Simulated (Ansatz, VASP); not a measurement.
## One calculation of S, two programs

File INCAR:

```
ALGO = Normal ; EDIFF = 1E-6
ENCUT = 520 ; GGA = PE
ISIF = 2 ; ISMEAR = -1
LASPH = T ; LCHARG = T
LELF = T ; LREAL = F
LVHAR = T ; LWAVE = F
NBANDS = 13 ; NELM = 100
PREC = Accurate ; SIGMA = 0.05
```

The input KPOINTS:

```
k-points
0
Gamma
  12 12 7
```

The input POSCAR:

```
S
1.0
    2.8938615997      0.0000000000      0.0000000000
   -1.4469307998      2.5061576603      0.0000000000
    0.0000000000      0.0000000000      4.6880557914
S
2
Direct
    0.2533333333      0.6266666667      0.1900000000
    0.7466666667      0.3733333333      0.8100000000
```

Input for Ansatz:

```yaml
crystal:
  lattice:
    - [2.8938615997, 0.0, 0.0]
    - [-1.4469307998, 2.5061576603, 0.0]
    - [0.0, 0.0, 4.6880557914]
  atoms:
    - { symbol: S, position: [0.2533333333, 0.6266666667, 0.19] }
    - { symbol: S, position: [0.7466666667, 0.3733333333, 0.81] }
kpoints:
  mp_grid: { grid: [12, 12, 7] }
scf:
  occupations: { method: fermi_dirac, width: 0.05 }
hamiltonian:
  xc: pbe
  pseudopotentials: { kind: all_electron, lapw: { basis_error: 0.001 } }
output:
  forces: true
  stress: true
  eigenvalues: true
  populations: true
```

Change from the starting cell: shortest bond scaled by 0.76, LAPW.

Alike in both runs: task single point; functional PBE; k mesh 12 × 12 × 7; occupations fermi-dirac, width 0.05 eV; no spin polarisation.

```csv
,VASP,Ansatz
version,VASP 6.6.1,Ansatz 0.2.0
potentials or method,"VASP PAW PBE potentials, release 64 (S), cutoff 520 eV","all-electron LAPW, scalar-relativistic"
```

|  | VASP | Ansatz | Ansatz less VASP |
| --- | --- | --- | --- |
| pressure (GPa) | 4.4 | 4.7 | +0.39 |
| traceless stress, the component that is largest in VASP (GPa) | -10.88 | -10.67 | +0.211 |
| rms of the force components (eV/Å) | 0.527 | 0.483 | -0.0446 |

Atom by atom the forces differ by 0.045 eV/Å (rms over components). Ansatz ran all-electron here, and VASP with PAW potentials.
